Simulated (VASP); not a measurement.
B: relaxation of cell and atoms with PBE

B:

```
B
1.0
     2.69307    0.00000    0.00000
     0.00000    2.69307    0.00000
     0.00000    0.00000    2.69307
B
3
Direct
  0.50000 0.00000 0.00000
  0.00000 0.50000 0.00000
  0.00000 0.00000 0.50000
```

The cell was built from a structure type or drawn by symmetry, and may not be a known phase.

```json
{"Program": "VASP 6.6.1", "Task": "relaxation of cell and atoms", "Functional": "PBE", "Potentials or basis": "VASP PAW PBE potentials, release 64 (B)", "Cutoff": "500 eV", "k mesh": "18 × 18 × 18", "Occupations": "gaussian, width 0.1 eV", "Spin": "no spin polarisation", "Dipole correction": "no", "Further INCAR settings": "ALGO = Normal; EDIFF = 1e-07; IBRION = 2; EDIFFG = -0.01; NSW = 100; ISIF = 3"}
```

- Relaxed volume: 6.53 Å³/atom
- Relaxed cell: a = 2.696 Å, b = 2.696 Å, c = 2.696 Å, α = 90.00°, β = 90.00°, γ = 90.00°
- Space group after relaxing (to 0.1 Å): Pm-3m (No. 221)
- Energy gained by relaxing: 0.1 meV/atom
- Ionic steps: 3
- Pressure after relaxing: 0.0 GPa
- Band gap on the k mesh: zero (an odd number of electrons rules out a gap without spin polarisation)

Step by step:
```csv
step,energy change (eV),largest force (eV/Å),pressure (GPa),volume (Å³)
1,0.0000,0.0000,0.91,19.53
2,-0.0002,0.0000,-0.43,19.64
3,-0.0002,0.0000,0.01,19.60
```

Final structure:
```
B
1.0
     2.69631    0.00000    0.00000
     0.00000    2.69631    0.00000
     0.00000    0.00000    2.69631
B
3
Direct
  0.50000 0.00000 0.00000
  0.00000 0.50000 0.00000
  0.00000 0.00000 0.50000
```

Levels at points of the mesh, in eV from the Fermi level:
| k point | band 1 | band 2 | band 3 | band 4 | band 5 | band 6 | band 7 | band 8 |
| --- | --- | --- | --- | --- | --- | --- | --- | --- |
| (0.00, 0.00, 0.00) | -16.88 | -3.65 | -3.65 | -3.65 | 4.25 | 4.25 | 6.58 | 9.98 |
| (0.50, 0.00, 0.00) | -13.63 | -11.88 | -0.70 | -0.70 | 3.45 | 3.45 | 4.02 | 6.10 |
| (0.50, 0.50, 0.00) | -11.09 | -8.09 | -8.09 | -7.18 | 3.38 | 4.75 | 4.75 | 9.99 |
| (0.50, 0.50, 0.50) | -9.64 | -5.46 | -5.46 | -5.46 | -2.58 | -2.58 | -2.58 | 4.90 |

Run time: 45 s on 1 thread of Intel Xeon 8259CL, with other jobs on the host, peak memory 0.14 GiB.
